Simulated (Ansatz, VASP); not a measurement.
## Cu in VASP and in Ansatz

Contents of INCAR:

```
  ALGO = Normal
  EDIFF = 1E-6
  ENCUT = 700
  GGA = PS
  GGA_COMPAT = F
  ISIF = 2
  ISMEAR = -1
  LASPH = T
  LCHARG = F
  LREAL = F
  LWAVE = F
  NBANDS = 46
  NELM = 120
  PREC = Accurate
  SIGMA = 0.05
```

Contents of KPOINTS:

```
k-points
0
Gamma
  12 12 4
```

The input POSCAR:

```
Cu
1.0
    2.5475245418      0.0000000000      0.0000000000
   -1.2737622710      2.2062209700      0.0000000000
    0.0000000000      0.0000000000      8.3165306817
Cu
4
Direct
    0.6666666667      0.3333333333      0.7500000000
    0.0000000000      0.0000000000      0.5000000000
    0.3333333333      0.6666666667      0.2500000000
    0.0000000000      0.0000000000      0.0000000000
```

Contents of input.yaml:

```yaml
crystal:
  lattice:
    - [2.5475245418, 0.0, 0.0]
    - [-1.273762271, 2.20622097, 0.0]
    - [0.0, 0.0, 8.3165306817]
  atoms:
    - { symbol: Cu, position: [0.6666666667, 0.3333333333, 0.75] }
    - { symbol: Cu, position: [0.0, 0.0, 0.5] }
    - { symbol: Cu, position: [0.3333333333, 0.6666666667, 0.25] }
    - { symbol: Cu, position: [0.0, 0.0, 0.0] }
hamiltonian:
  xc: pbesol
  pseudopotentials: { kind: paw }
kpoints:
  mp_grid: { grid: [12, 12, 4] }
scf:
  occupations: { method: fermi_dirac, width: 0.05 }
output:
  forces: true
  stress: true
  eigenvalues: true
```

Alike in both runs: task single point; functional PBEsol; k mesh 12 × 12 × 4; occupations fermi-dirac, width 0.05 eV; no spin polarisation.

|  | VASP | Ansatz |
| --- | --- | --- |
| version | VASP 6.6.1 | Ansatz 0.2.0 |
| potentials or method | VASP PAW PBE potentials, release 64 (Cu_sv_GW) | Ansatz PAW |
| plane-wave cutoff (eV) | 700 | 420 |
| valence electrons in the cell | 76 | 76 |

|  | VASP | Ansatz | Ansatz less VASP |
| --- | --- | --- | --- |
| gap on the k mesh at the Fermi level (eV) | none | none | - |
| pressure (GPa) | -9.9 | -4.9 | +5.08 |
| traceless stress, the component that is largest in VASP (GPa) | -0.31 | -0.31 | +0.001 |

VASP's potentials were made for PBE, not for PBEsol. A gap of «none» marks a metal or a gap that the smearing closes. One of these differences is far larger than is usual between the two programs; its cause wasn't traced.
